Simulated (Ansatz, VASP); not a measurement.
Hf2TiN3 in VASP and in Ansatz

File INCAR:

```
SYSTEM = Hf2TiN3
PREC     = Accurate       ! precision mode
ENCUT    = 520            ! plane-wave cutoff, eV
EDIFF    = 1E-6           ! SCF threshold, eV
ISMEAR   = 0              ! smearing method
SIGMA    = 0.1            ! smearing width, eV
LREAL    = .False.        ! projectors in reciprocal space
LASPH    = .True.         ! aspherical terms in the spheres
NELM     = 80             ! most SCF steps
ALGO     = Normal         ! electronic algorithm
ISIF     = 2              ! what is computed and relaxed
LWAVE    = .False.        ! write WAVECAR
LCHARG   = .False.        ! write CHGCAR
GGA      = PE             ! functional
NBANDS   = 32             ! bands
```

File KPOINTS:

```
Automatic mesh
0
Gamma
  8 8 8
  0 0 0
```

The input POSCAR:

```
Hf2TiN3
1.0
   -1.5794848000      1.5794848000      6.7239951000
    1.5794848000     -1.5794848000      6.7239951000
    1.5794848000      1.5794848000     -6.7239951000
Hf Ti N
2 1 3
Direct
    0.6594420000      0.6594420000      0.0000000000
    0.3405580000      0.3405580000      0.0000000000
    0.0000000000      0.0000000000      0.0000000000
    0.1668670000      0.1668670000      0.0000000000
    0.8331330000      0.8331330000      0.0000000000
    0.5000000000      0.5000000000      0.0000000000
```

Input for Ansatz:

```yaml
crystal:
  lattice:
    - [-1.5794848, 1.5794848, 6.7239951]
    - [1.5794848, -1.5794848, 6.7239951]
    - [1.5794848, 1.5794848, -6.7239951]
  atoms:
    - { symbol: Hf, position: [0.659442, 0.659442, 0.0] }
    - { symbol: Hf, position: [0.340558, 0.340558, 0.0] }
    - { symbol: Ti, position: [0.0, 0.0, 0.0] }
    - { symbol: "N", position: [0.166867, 0.166867, 0.0] }
    - { symbol: "N", position: [0.833133, 0.833133, 0.0] }
    - { symbol: "N", position: [0.5, 0.5, 0.0] }
basis:
  ecutwfc: 420
kpoints:
  mp_grid: { grid: [8, 8, 8] }
hamiltonian:
  xc: pbe
scf:
  occupations: { method: gaussian, width: 0.1 }
  lower_state_search: "off"
output:
  forces: true
  stress: true
  eigenvalues: true
```

Alike in both runs: task single point; functional PBE; k mesh 8 × 8 × 8; occupations gaussian, width 0.1 eV; no spin polarisation.

|  | VASP | Ansatz |
| --- | --- | --- |
| version | VASP 6.6.1 | Ansatz 0.2.0 |
| potentials or method | VASP PAW PBE potentials, release 64 (Hf_pv, Ti_sv, N), cutoff 520 eV | scalar-relativistic, plane waves, PAW |
| valence electrons in the cell | 47 | 79 |

Ansatz gave:

```
gap on the k mesh at the Fermi level (eV)                     : none
pressure (GPa)                                                : 0.1
traceless stress, the component that is largest in VASP (GPa) : -0.62
rms of the force components (eV/Å)                            : 0.013
```

Q: Which values does VASP return?

A: gap on the k mesh at the Fermi level (eV): none; pressure (GPa): -1.5; traceless stress, the component that is largest in VASP (GPa): -0.60; rms of the force components (eV/Å): 0.014.

Atom by atom the forces differ by 0.018 eV/Å (rms over components). A gap of «none» marks a metal or a gap that the smearing closes. The functional is the same, so the differences come from potentials, cutoffs and numerics. VASP's potentials hold 47 valence electrons a cell and Ansatz's 79, so a difference there can come from the potentials and not from the codes.

Spin-orbit coupling is off throughout.
